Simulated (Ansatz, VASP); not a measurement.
**HfWS4 in VASP and in Ansatz**

File INCAR:

```
ALGO = Normal ; EDIFF = 1E-6
EDIFFG = -0.01 ; ENCUT = 600
GGA = PE ; IBRION = 2
ISIF = 3 ; ISMEAR = 0
LASPH = True ; LCHARG = False
LREAL = False ; LWAVE = False
NELM = 60 ; NSW = 100
PREC = Accurate ; SIGMA = 0.1
```

Contents of KPOINTS:

```
k-points
0
Gamma
  6 6 12
```

Contents of POSCAR:

```
HfWS4
1.0
    6.3387120456      0.0000000000      0.0000000000
   -3.1693560228      5.4894856587      0.0000000000
    0.0000000000      0.0000000000      3.2277719992
Hf W S
1 1 4
Direct
    0.6666666667      0.3333333333      0.0000000000
    0.0000000000      0.0000000000      0.0000000000
    0.3333333333      0.6666666667      0.0000000000
    0.6784361071      0.8392180535      0.5000000000
    0.1607819465      0.8392180535      0.5000000000
    0.1607819465      0.3215638929      0.5000000000
```

Input for Ansatz:

```yaml
crystal:
  lattice:
    - [6.3387120456, 0.0, 0.0]
    - [-3.1693560228, 5.4894856587, 0.0]
    - [0.0, 0.0, 3.2277719992]
  atoms:
    - { symbol: Hf, position: [0.6666666667, 0.3333333333, 0.0] }
    - { symbol: W, position: [0.0, 0.0, 0.0] }
    - { symbol: S, position: [0.3333333333, 0.6666666667, 0.0] }
    - { symbol: S, position: [0.6784361071, 0.8392180535, 0.5] }
    - { symbol: S, position: [0.1607819465, 0.8392180535, 0.5] }
    - { symbol: S, position: [0.1607819465, 0.3215638929, 0.5] }
basis:
  ecutwfc: 420
kpoints:
  mp_grid: { grid: [6, 6, 12] }
hamiltonian:
  xc: pbe
scf:
  occupations: { method: gaussian, width: 0.1 }
output:
  forces: true
  stress: true
  eigenvalues: true
  write_density: true
  write_potential: true
  elf: true
  volumetric_format: npy
relax:
  adjacent_minimum: "off"
  f_tol: 0.01
  max_steps: 80
  cell: { stress_tol: 0.05 }
```

Change from the starting cell: species swapped into the PrCu4Pd type (P-6m2, No. 187).

Alike in both runs: task relaxation of cell and atoms; functional PBE; k mesh 6 × 6 × 12; occupations gaussian, width 0.1 eV; no spin polarisation.

|  | VASP | Ansatz |
| --- | --- | --- |
| version | VASP 6.6.1 | Ansatz 0.2.0 |
| potentials or method | VASP PAW PBE potentials, release 64 (Hf_pv, W_sv, S), cutoff 600 eV | scalar-relativistic, plane waves, PAW |
| valence electrons in the cell | 48 | 64 |

|  | VASP | Ansatz | Ansatz less VASP |
| --- | --- | --- | --- |
| gap on the k mesh at the Fermi level, each at its own relaxed structure (eV) | none | none | - |
| relaxed volume (Å³/atom) | 18.73 | 18.75 | +0.021 |
| relaxed cell length with the largest relative difference (Å) | 6.341 | 6.344 | +0.0038 |

A gap of «none» marks a metal or a gap that the smearing closes. VASP's potentials hold 48 valence electrons a cell and Ansatz's 64, so a difference there can come from the potentials and not from the codes.

Neither program's run includes spin-orbit coupling.
